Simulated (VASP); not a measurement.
Write the native input for VASP 6.6.1 that does the following.

```
Task                   : electric field gradients
Functional             : r2SCAN
Potentials or basis    : VASP PAW PBE potentials, release 64 (Mg_sv, O)
Cutoff                 : 680 eV
k mesh                 : 10 × 10 × 10
Occupations            : fermi-dirac, width 0.01 eV
Spin                   : no spin polarisation
Dipole correction      : no
Further INCAR settings : ALGO = Normal; EDIFF = 1e-08; NBANDS = 15
```

MgO:

```xyz
2
Lattice="0.0000 2.1351 2.1351 2.1351 0.0000 2.1351 2.1351 2.1351 0.0000" Properties=species:S:1:pos:R:3 pbc="T T T"
Mg    0.0000    0.0000    0.0000
O     2.1351    2.1351    2.1351
```

These files were run (other wordings do the same):

POSCAR

```
MgO
1.0
    0.0000000000      2.1351500000      2.1351500000
    2.1351500000      0.0000000000      2.1351500000
    2.1351500000      2.1351500000      0.0000000000
Mg O
1 1
Direct
    0.0000000000      0.0000000000      0.0000000000
    0.5000000000      0.5000000000      0.5000000000
```

INCAR.step1

```
SYSTEM = MgO
ALGO = Normal
EDIFF = 1E-5
ENCUT = 680
GGA = PE
GGA_COMPAT = .FALSE.
ISMEAR = -1
LASPH = .TRUE.
LCHARG = .FALSE.
LREAL = .FALSE.
LWAVE = .TRUE.
NBANDS = 15
NELM = 120
PREC = Accurate
SIGMA = 0.01
```

INCAR.step2

```
SYSTEM = MgO
ALGO = Normal
EDIFF = 1E-8
ENCUT = 680
GGA_COMPAT = .FALSE.
ISIF = 2
ISMEAR = -1
ISTART = 1
LASPH = .TRUE.
LCHARG = .FALSE.
LEFG = .TRUE.
LMIXTAU = .TRUE.
LREAL = .FALSE.
LWAVE = .FALSE.
METAGGA = R2SCAN
NBANDS = 15
NELM = 120
PREC = Accurate
SIGMA = 0.01
```

KPOINTS

```
k-points
0
G
  10 10 10
  0 0 0
```

Potentials or basis: VASP PAW PBE potentials, release 64 (Mg_sv, O).

Command:

```sh
$ cat potpaw_PBE.64/Mg_sv/POTCAR potpaw_PBE.64/O/POTCAR > POTCAR
$ cp INCAR.step1 INCAR
$ mpirun -np 1 vasp_std > vasp.out
$ cp INCAR.step2 INCAR
$ mpirun -np 1 vasp_std > vasp.out
```

Results of the run:

| Quantity | Value |
| --- | --- |
| Pressure | -7.2 GPa |
| Band gap on the k mesh | 5.25 eV |
| Largest electric field gradient by atom | under 0.05 V/Å² on every atom |

Caveat: the cell stands under tension; the PAW data sets were made with another functional, which shifts forces and pressure a little.

It took 89 s on 1 thread of AMD EPYC 7R13 Processor (Zen 3), on a shared host, peak memory 0.13 GiB.
